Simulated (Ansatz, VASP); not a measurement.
## One calculation of KCl, two programs

```xyz
2
Lattice="0.0000 3.2386 3.2386 3.2386 0.0000 3.2386 3.2386 3.2386 0.0000" Properties=species:S:1:pos:R:3 pbc="T T T"
K     0.0000    0.0000    0.0000
Cl    3.2386    3.2386    3.2386
```

Change from the starting cell: hydrostatic strain +3.0%.

Alike in both runs: task single point; functional HSE06; k mesh 6 × 6 × 6; no spin polarisation.

|  | VASP | Ansatz |
| --- | --- | --- |
| version | VASP 6.6.1 | Ansatz 0.2.0 |
| potentials or method | VASP PAW PBE potentials, release 64 (K_sv, Cl) | plane waves, PAW |
| plane-wave cutoff (eV) | 520 | 420 |
| occupations | gaussian, width 0.01 eV | fixed |
| valence electrons in the cell | 16 | 16 |

```csv
,VASP,Ansatz,Ansatz less VASP
gap on the k mesh at the Fermi level (eV),6.19,6.19,+0.003
pressure (GPa),-0.9,-0.9,-0.01
```

Ansatz's warnings: stress exchange threshold loose, stress scf threshold loose.
